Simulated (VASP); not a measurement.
# BiTe (Fm-3m) in VASP: further runs

Runs on BiTe. Level: r2SCAN. Tasks: single point.

Everything below comes from runs of VASP 6.6.1. Logs are shortened: lines on timing, memory, paths and dates and some standing lists are left out, and cuts for length are marked.

**1. The cell of the first run**

Symmetry: Fm-3m, No. 225, cubic system. The conventional cell has a = 6.560 Å, b = 6.560 Å, c = 6.560 Å, α = 90.00°, β = 90.00°, γ = 90.00°. Bi (site symmetry m-3m) has 6 Te at 3.28 Å within 4.3 Å. Te (site symmetry m-3m) has 6 Bi at 3.28 Å within 4.3 Å.

**2. Single point, r2SCAN**

File POSCAR:

```
BiTe
1.0
    0.0000000000      3.2800516800      3.2800516800
    3.2800516800      0.0000000000      3.2800516800
    3.2800516800      3.2800516800      0.0000000000
Bi Te
1 1
Direct
    0.0000000000      0.0000000000      0.0000000000
    0.5000000000      0.5000000000      0.5000000000
```

File INCAR.step1:

```
SYSTEM = BiTe
PREC     = Accurate       ! precision mode
ENCUT    = 520            ! plane-wave cutoff, eV
ISMEAR   = -1             ! smearing method
SIGMA    = 0.1            ! smearing width, eV
LREAL    = .FALSE.        ! projectors in reciprocal space
LASPH    = .TRUE.         ! aspherical terms in the spheres
NELM     = 80             ! most SCF steps
NBANDS   = 18             ! bands
GGA      = PE             ! functional
ALGO     = Normal         ! electronic algorithm
EDIFF    = 1E-4           ! SCF threshold, eV
LWAVE    = .TRUE.         ! write WAVECAR
LCHARG   = .FALSE.        ! write CHGCAR
```

File INCAR.step2:

```
SYSTEM = BiTe
PREC     = Accurate       ! precision mode
ENCUT    = 520            ! plane-wave cutoff, eV
EDIFF    = 1E-7           ! SCF threshold, eV
ISMEAR   = -1             ! smearing method
SIGMA    = 0.1            ! smearing width, eV
LREAL    = .FALSE.        ! projectors in reciprocal space
LASPH    = .TRUE.         ! aspherical terms in the spheres
NELM     = 80             ! most SCF steps
ALGO     = Normal         ! electronic algorithm
ISIF     = 2              ! what is computed and relaxed
LWAVE    = .FALSE.        ! write WAVECAR
LCHARG   = .FALSE.        ! write CHGCAR
METAGGA  = R2SCAN         ! meta-GGA
LMIXTAU  = .TRUE.       
NBANDS   = 18             ! bands
ISTART   = 1
```

File KPOINTS:

```
Automatic mesh
0
G
  9 9 9
  0 0 0
```

Potentials or basis: VASP PAW PBE potentials, release 64 (Bi_d, Te).

Started as:

```sh
cat potpaw_PBE.64/Bi_d/POTCAR potpaw_PBE.64/Te/POTCAR > POTCAR
cp INCAR.step1 INCAR
mpirun -np 1 vasp_std > vasp.out
cp INCAR.step2 INCAR
mpirun -np 1 vasp_std > vasp.out
```

OUTCAR:

```text
SYSTEM = BiTe
   PREC = Accurate
   ENCUT = 520
   EDIFF = 1E-7
   ISMEAR = -1
   LREAL = .FALSE.
   LASPH = .TRUE.
   NELM = 80
   ISIF = 2
   METAGGA = R2SCAN
   ISTART = 1

 ion  position               nearest neighbor table
   1  0.000  0.000  0.000-   2 3.28   2 3.28   2 3.28   2 3.28   2 3.28   2 3.28
   2  0.500  0.500  0.500-   1 3.28   1 3.28   1 3.28   1 3.28   1 3.28   1 3.28

  LATTYP: Found a face centered cubic cell.
 ALAT       =     6.5601033600

  Lattice vectors:

 A1 = (   0.0000000000,   3.2800516800,   3.2800516800)
 A2 = (   3.2800516800,   0.0000000000,   3.2800516800)
 A3 = (   3.2800516800,   3.2800516800,   0.0000000000)

Analysis of symmetry for initial positions (statically):
=====================================================================
 Subroutine PRICEL returns:
 Original cell was already a primitive cell.

 Routine SETGRP: Setting up the symmetry group for a
 face centered cubic supercell.

 Subroutine GETGRP returns: Found 48 space group operations
 (whereof 48 operations were pure point group operations)
 out of a pool of 48 trial point group operations.

The static configuration has the point symmetry O_h .

Analysis of symmetry for dynamics (positions and initial velocities):
=====================================================================
 Subroutine PRICEL returns:
 Original cell was already a primitive cell.

 Routine SETGRP: Setting up the symmetry group for a
 face centered cubic supercell.

 Subroutine GETGRP returns: Found 48 space group operations
 (whereof 48 operations were pure point group operations)
 out of a pool of 48 trial point group operations.

The dynamic configuration has the point symmetry O_h .

 Subroutine INISYM returns: Found 48 space group operations
 (whereof 48 operations are pure point group operations),
 and found     1 'primitive' translations

----------------------------------------------------------------------------------------

                                     Primitive cell

  volume of cell :      70.5784

  direct lattice vectors                    reciprocal lattice vectors
     0.000000000  3.280051680  3.280051680    -0.152436623  0.152436623  0.152436623
     3.280051680  0.000000000  3.280051680     0.152436623 -0.152436623  0.152436623
     3.280051680  3.280051680  0.000000000     0.152436623  0.152436623 -0.152436623

  length of vectors
     4.638693571  4.638693571  4.638693571     0.264027975  0.264027975  0.264027975

  position of ions in fractional coordinates (direct lattice)
     0.000000000  0.000000000  0.000000000
     0.500000000  0.500000000  0.500000000

  ion indices of the primitive-cell ions
   primitive index   ion index
                 1           1
                 2           2

----------------------------------------------------------------------------------------

 KPOINTS: Automatic mesh

Automatic generation of k-mesh.
 Grid dimensions read from file:
 generate k-points for:    9    9    9

 Generating k-lattice:

  Cartesian coordinates                     Fractional coordinates (reciprocal lattice)
    -0.016937403  0.016937403  0.016937403     0.111111111  0.000000000  0.000000000
     0.016937403 -0.016937403  0.016937403     0.000000000  0.111111111  0.000000000
     0.016937403  0.016937403 -0.016937403     0.000000000  0.000000000  0.111111111

  Length of vectors
     0.029336442  0.029336442  0.029336442

  Shift w.r.t. Gamma in fractional coordinates (k-lattice)
     0.000000000  0.000000000  0.000000000

 Subroutine IBZKPT returns following result:
 ===========================================

 Found     35 irreducible k-points:

 Following reciprocal coordinates:
            Coordinates               Weight
  0.000000  0.000000  0.000000      1.000000
  0.111111  0.000000  0.000000      8.000000
  0.222222  0.000000  0.000000      8.000000
  0.333333  0.000000  0.000000      8.000000
  0.444444  0.000000  0.000000      8.000000
  0.111111  0.111111  0.000000      6.000000
[... 16 lines left out ...]
 -0.333333  0.333333  0.000000     12.000000
  0.444444  0.444444  0.000000      6.000000
 [... further k-points ...]
   k-points           NKPTS =     35   k-points in BZ     NKDIM =     35   number of bands    NBANDS=     18
   number of dos      NEDOS =    301   number of ions     NIONS =      2
   total plane-waves  NPLWV =  46656
   dimension x,y,z NGX =    36 NGY =   36 NGZ =   36
   dimension x,y,z NGXF=    72 NGYF=   72 NGZF=   72
   ions per type =               1   1
   NGX,Y,Z   is equivalent  to a cutoff of  12.90, 12.90, 12.90 a.u.
   NGXF,Y,Z  is equivalent  to a cutoff of  25.80, 25.80, 25.80 a.u.
 SYSTEM =  BiTe
   PREC   = accura    normal or accurate (medium, high low for compatibility)
   ISTART =      1    job   : 0-new  1-cont  2-samecut
   ICHARG =      0    charge: 1-file 2-atom 10-const
   ISPIN  =      1    spin polarized calculation?
   LNONCOLLINEAR =      F non collinear calculations
   LSORBIT =      F    spin-orbit coupling
   LASPH  =      T    aspherical Exc in radial PAW
   ENCUT  =  520.0 eV  38.22 Ry    6.18 a.u.   8.62  8.62  8.62*2*pi/ulx,y,z
   NELM   =     80;   NELMIN=  2; NELMDL=  0     # of ELM steps
   EDIFF  = 0.1E-06   stopping-criterion for ELM
   LREAL  =      F    real-space projection
   EDIFFG = 0.1E-05   stopping-criterion for IOM
   NSW    =      0    number of steps for IOM
   IBRION =     -1    ionic relax: 0-MD 1-quasi-New 2-CG
   NFREE  =      0    steps in history (QN), initial steepest desc. (CG)
   ISIF   =      2    stress and relaxation
   ISYM   =      2    0-nonsym 1-usesym 2-fastsym
   POTIM  = 0.5000    time-step for ionic-motion
   TEBEG  =    0.0;   TEEND  =   0.0 temperature during run
   PSTRESS=    0.0 pullay stress
   NELECT =      21.0000    total number of electrons
   NUPDOWN=      -1.0000    fix difference up-down
   EMIN   =  10.00;   EMAX   =-10.00  energy-range for DOS
   EFERMI =   0.00;   METHOD = LEGACY
   ISMEAR =    -1;   SIGMA  =   0.10  broadening in eV -4-tet -1-fermi 0-gaus
   EFERMI_NEDOS =   21; number of points for ismear=-14 and -15
   IALGO  =     38    algorithm
   IMIX   =      4    mixing-type and parameters
     AMIX     =   0.40;   BMIX     =  1.00
     AMIX_MAG =   1.60;   BMIX_MAG =  1.00
  volume/ion in A,a.u.               =      35.29       238.14
  Fermi-wavevector in a.u.,A,eV,Ry     =   1.092926  2.065330 16.251972  1.194486
  Thomas-Fermi vector in A             =   2.229201
   LORBIT       =      0    0 simple, 1 ext, 2 COOP (PROOUT), +10 PAW based schemes
   METAGGA = R2SCAN    functional components
   LHFCALC =     F    Hartree Fock is set to
   AEXX    =    0.0000 exact exchange contribution
   IVDW    =     0    specifies the selected vdW correction
   LEPSILON=     F    determine dielectric tensor
   LRPA    =     F    only Hartree local field effects (RPA)
 non-spin polarized calculation
  energy-cutoff  :      520.00
  volume of cell :       70.58
 maximum number of plane-waves:      1918
   NGX = 17   NGY = 17   NGZ = 17

 number of electron      20.9999995 magnetization

 Free energy of the ion-electron system (eV)
  ---------------------------------------------------
  ext. energy  EPLUGINS =         0.00000000
  ---------------------------------------------------
  free energy    TOTEN  =       -84.02987715 eV

  energy without entropy =      -83.97585649  energy(sigma->0) =      -84.00286682

 E-fermi :   6.0924     XC(G=0):  -9.8035

 val. band max:        6.0579615305   @ k =   0.3333   0.0000   0.0000
 cond. band min:       6.1309631036   @ k =   0.3333   0.0000   0.0000
 fundamental gap:      0.0730015730
 Fermi energy:         6.0924414146

 k-point     1 :       0.0000    0.0000    0.0000
  band No.  band energies     occupation
      1     -17.7970      2.00000
      2     -17.7970      2.00000
      3     -17.7939      2.00000
      4     -17.7939      2.00000
      5     -17.7939      2.00000
      6      -7.7652      2.00000
[... 10 lines left out ...]
     17      12.6397      0.00000
     18      13.0327      0.00000

 k-point     2 :       0.1111    0.0000    0.0000
  band No.  band energies     occupation
      1     -17.7974      2.00000
      2     -17.7974      2.00000
      3     -17.7937      2.00000
      4     -17.7933      2.00000
      5     -17.7933      2.00000
      6      -7.6547      2.00000
[... 10 lines left out ...]
     17      13.3325      0.00000
     18      13.6619      0.00000

 k-point     3 :       0.2222    0.0000    0.0000
  band No.  band energies     occupation
      1     -17.7986      2.00000
      2     -17.7986      2.00000
      3     -17.7932      2.00000
      4     -17.7915      2.00000
      5     -17.7915      2.00000
      6      -7.3269      2.00000
[... 10 lines left out ...]
     17      14.8299      0.00000
     18      15.1474      0.00000

 k-point     4 :       0.3333    0.0000    0.0000
  band No.  band energies     occupation
      1     -17.8002      2.00000
      2     -17.8002      2.00000
      3     -17.7926      2.00000
      4     -17.7894      2.00000
      5     -17.7894      2.00000
      6      -6.7950      2.00000
[... 10 lines left out ...]
     17      15.8712      0.00000
     18      16.9774      0.00000

 k-point     5 :       0.4444    0.0000    0.0000
  band No.  band energies     occupation
      1     -17.8012      2.00000
      2     -17.8012      2.00000
      3     -17.7923      2.00000
      4     -17.7880      2.00000
      5     -17.7880      2.00000
      6      -6.0942      2.00000
[... 10 lines left out ...]
     17      14.8098      0.00000
     18      16.3112      0.00000

 k-point     6 :       0.1111    0.1111    0.0000
  band No.  band energies     occupation
      1     -17.7984      2.00000
      2     -17.7965      2.00000
      3     -17.7942      2.00000
      4     -17.7929      2.00000
      5     -17.7929      2.00000
      6      -7.6190      2.00000
[... 307 lines left out ...]
 k-point    21 :       0.4444    0.3333    0.0000
  band No.  band energies     occupation
      1     -17.8080      2.00000
      2     -17.7958      2.00000
      3     -17.7942      2.00000
      4     -17.7863      2.00000
      5     -17.7860      2.00000
      6      -6.2482      2.00000
[... 10 lines left out ...]
     17      16.0809      0.00000
     18      16.0947      0.00000

 k-point    22 :      -0.4444    0.3333    0.0000
  band No.  band energies     occupation
      1     -17.8072      2.00000
      2     -17.7956      2.00000
      3     -17.7942      2.00000
      4     -17.7867      2.00000
      5     -17.7859      2.00000
      6      -5.8251      2.00000
[... 10 lines left out ...]
     17      16.4413      0.00000
     18      16.6892      0.00000

 k-point    23 :      -0.3333    0.3333    0.0000
  band No.  band energies     occupation
      1     -17.8050      2.00000
      2     -17.7976      2.00000
      3     -17.7917      2.00000
      4     -17.7884      2.00000
      5     -17.7869      2.00000
      6      -5.5653      2.00000
[... 10 lines left out ...]
     17      15.4911      0.00000
     18      18.3480      0.00000

 k-point    24 :       0.4444    0.4444    0.0000
  band No.  band energies     occupation
      1     -17.8099      2.00000
      2     -17.7968      2.00000
      3     -17.7931      2.00000
      4     -17.7850      2.00000
      5     -17.7850      2.00000
      6      -6.1063      2.00000
[... 10 lines left out ...]
     17      16.8211      0.00000
     18      16.9535      0.00000

 [... further k-points ...]
[... 5 lines left out ...]
  --------------------------------------------------------------------------------------
  -------------------------------------------------------------------------------------
  Total       -0.8375056     -0.8375056     -0.8375056      0.0000000      0.0000000     -0.0000000
  in kB      -19.0119321    -19.0119321    -19.0119321      0.0000000      0.0000000     -0.0000000
  external PRESSURE =     -19.0119321 kB  Pullay stress =       0.0000000 kB

 VOLUME and BASIS-vectors are now :
 -----------------------------------------------------------------------------
  energy-cutoff  :      520.00
  volume of cell :       70.58
      direct lattice vectors                 reciprocal lattice vectors
     0.000000000  3.280051680  3.280051680    -0.152436623  0.152436623  0.152436623
     3.280051680  0.000000000  3.280051680     0.152436623 -0.152436623  0.152436623
     3.280051680  3.280051680  0.000000000     0.152436623  0.152436623 -0.152436623

 POSITION                                       TOTAL-FORCE (eV/Angst)
 -----------------------------------------------------------------------------------
      0.00000      0.00000      0.00000        -0.000000      0.000000      0.000000
      3.28005      3.28005      3.28005         0.000000     -0.000000     -0.000000
 -----------------------------------------------------------------------------------
    total drift:                               -0.000000      0.000000      0.000000

  FREE ENERGIE OF THE ION-ELECTRON SYSTEM (eV)
  ---------------------------------------------------
  free  energy   TOTEN  =       -84.0298771521 eV

  energy  without entropy=      -83.9758564873  energy(sigma->0) =      -84.00286682
```

Wall time 4.6 min (1 thread of AMD EPYC 7R13, shared host); peak memory 0.21 GiB.

What came out:

```
Free energy : -84.0299 eV
Pressure    : -1.9 GPa
```

Caveat: the PAW data sets were made with another functional, which shifts forces and pressure a little; spin-orbit coupling is left out, which moves the levels of the heavy elements.

**3. Single point, r2SCAN**

This run uses another cell than the first one, of 35.97 Å³/atom, 1.019 times its volume.

File POSCAR:

```
BiTe
1.0
    0.0000000000      3.3009442900      3.3009442900
    3.3009442900      0.0000000000      3.3009442900
    3.3009442900      3.3009442900      0.0000000000
Bi Te
1 1
Direct
    0.0000000000      0.0000000000      0.0000000000
    0.5000000000      0.5000000000      0.5000000000
```

File INCAR.step1:

```
PREC = Accurate
ENCUT = 520
ISMEAR = -1
SIGMA = 0.1
LREAL = False
LASPH = True
NELM = 60
NBANDS = 18
GGA = PE
ALGO = Normal
EDIFF = 1E-4
LWAVE = True
LCHARG = False
```

File INCAR.step2:

```
PREC = Accurate
ENCUT = 520
EDIFF = 1E-6
ISMEAR = -1
SIGMA = 0.1
LREAL = False
LASPH = True
NELM = 60
ALGO = Normal
ISIF = 2
LWAVE = False
LCHARG = False
METAGGA = R2SCAN
LMIXTAU = True
NBANDS = 18
ISTART = 1
```

File KPOINTS:

```
regular mesh
0
Gamma
  9 9 9
```

Potentials or basis: VASP PAW PBE potentials, release 64 (Bi_d, Te).

Started as:

```sh
cat potpaw_PBE.64/Bi_d/POTCAR potpaw_PBE.64/Te/POTCAR > POTCAR
cp INCAR.step1 INCAR
mpirun -np 1 vasp_std > vasp.out
cp INCAR.step2 INCAR
mpirun -np 1 vasp_std > vasp.out
```

Run time: 4 min. Hardware: 1 thread of AMD EPYC 7R13, shared host; peak memory 0.22 GiB.

It converged, with:

* Free energy: -84.0108 eV
* Pressure: -2.7 GPa

Levels at points of the mesh, in eV from the Fermi level:
| k point | band 8 | band 9 | band 10 | band 11 | band 12 | band 13 |
| --- | --- | --- | --- | --- | --- | --- |
| (0.00, 0.00, 0.00) | -2.63 | -2.63 | -2.63 | 2.11 | 2.11 | 2.11 |

Caveat: the PAW data sets were made with another functional, which shifts forces and pressure a little; spin-orbit coupling is left out, which moves the levels of the heavy elements.
